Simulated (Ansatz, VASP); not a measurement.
**PbS: VASP beside Ansatz**

Contents of INCAR:

```
PREC = Accurate
ENCUT = 600
EDIFF = 1E-6
ISMEAR = -1
SIGMA = 0.1
LREAL = F
LASPH = T
NELM = 60
ALGO = Normal
ISIF = 3
LWAVE = F
LCHARG = F
GGA = PS
IBRION = 2
NSW = 60
EDIFFG = -0.01
```

File KPOINTS:

```
regular mesh
0
Gamma
  8 8 8
```

Contents of POSCAR:

```
PbS
1.0
    0.0000000000      2.9657500000      2.9657500000
    2.9657500000      0.0000000000      2.9657500000
    2.9657500000      2.9657500000      0.0000000000
Pb S
1 1
Direct
    0.0000000000      0.0000000000      0.0000000000
    0.5000000000      0.5000000000      0.5000000000
```

File input.yaml:

```yaml
crystal:
  lattice:
    - [0.0, 2.96575, 2.96575]
    - [2.96575, 0.0, 2.96575]
    - [2.96575, 2.96575, 0.0]
  atoms:
    - { symbol: Pb, position: [0.0, 0.0, 0.0] }
    - { symbol: S, position: [0.5, 0.5, 0.5] }
hamiltonian:
  xc: pbesol
  pseudopotentials: { kind: paw, core: small }
kpoints:
  mp_grid: { grid: [8, 8, 8] }
scf:
  occupations: { method: fermi_dirac, width: 0.1 }
output:
  forces: true
  stress: true
relax:
  f_tol: 0.01
  max_steps: 40
  cell: { stress_tol: 0.05 }
```

Alike in both runs: task relaxation of cell and atoms; functional PBEsol; k mesh 8 × 8 × 8; occupations fermi-dirac, width 0.1 eV; no spin polarisation.

|  | VASP | Ansatz |
| --- | --- | --- |
| version | VASP 6.6.1 | Ansatz 0.2.0 |
| potentials or method | VASP PAW PBE potentials, release 64 (Pb_d, S) | Ansatz PAW |
| plane-wave cutoff (eV) | 600 | 420 |
| valence electrons in the cell | 20 | 20 |

VASP gave:

```
relaxed volume (Å³/atom)                                     : 25.70
relaxed cell length with the largest relative difference (Å) : 4.173
```

Question: Which values does Ansatz return?

Answer: Relaxed volume (Å³/atom): 25.69; relaxed cell length with the largest relative difference (Å): 4.173.

VASP's potentials were made for PBE, not for PBEsol.

Spin-orbit coupling is off throughout. Noted on Ansatz's run: the plane-wave basis is chosen anew once the cell has moved, so the energies of steps on either side of that aren't comparable.
